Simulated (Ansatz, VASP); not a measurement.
# AlGa3Sb4 in VASP and in Ansatz

```
Al Ga Sb
1.0
     4.39828    0.00000    0.00000
     0.00000    4.39828    0.00000
     0.00000    0.00000   12.42136
Al Ga Sb
1 3 4
Direct
  0.00000 0.00000 0.50000
  0.00000 0.00000 0.00000
  0.50000 0.50000 0.24957
  0.50000 0.50000 0.75043
  0.50000 0.00000 0.12481
  0.00000 0.50000 0.37479
  0.50000 0.00000 0.62521
  0.00000 0.50000 0.87519
```

Alike in both runs: task single point; functional PBE; k mesh 6 × 6 × 2; occupations gaussian, width 0.2 eV; no spin polarisation.

|  | VASP | Ansatz |
| --- | --- | --- |
| version | VASP 6.6.1 | Ansatz 0.2.0 |
| potentials or method | VASP PAW PBE potentials, release 64 (Al, Ga_d, Sb), cutoff 500 eV | scalar-relativistic, plane waves, PAW |
| valence electrons in the cell | 62 | 102 |

|  | VASP | Ansatz | Ansatz less VASP |
| --- | --- | --- | --- |
| gap on the k mesh at the Fermi level (eV) | none | none | - |
| pressure (GPa) | 0.1 | 0.0 | -0.08 |
| traceless stress, the component that is largest in VASP (GPa) | -0.09 | -0.09 | +0.001 |
| rms of the force components (eV/Å) | 0.003 | 0.001 | -0.0029 |

Atom by atom the forces differ by 0.003 eV/Å (rms over components). A gap of «none» marks a metal or a gap that the smearing closes. With one functional, cell and mesh, what is left measures potentials, basis and numerics. VASP's potentials hold 62 valence electrons a cell and Ansatz's 102, so a difference there can come from the potentials and not from the codes.

Spin-orbit coupling is off throughout.
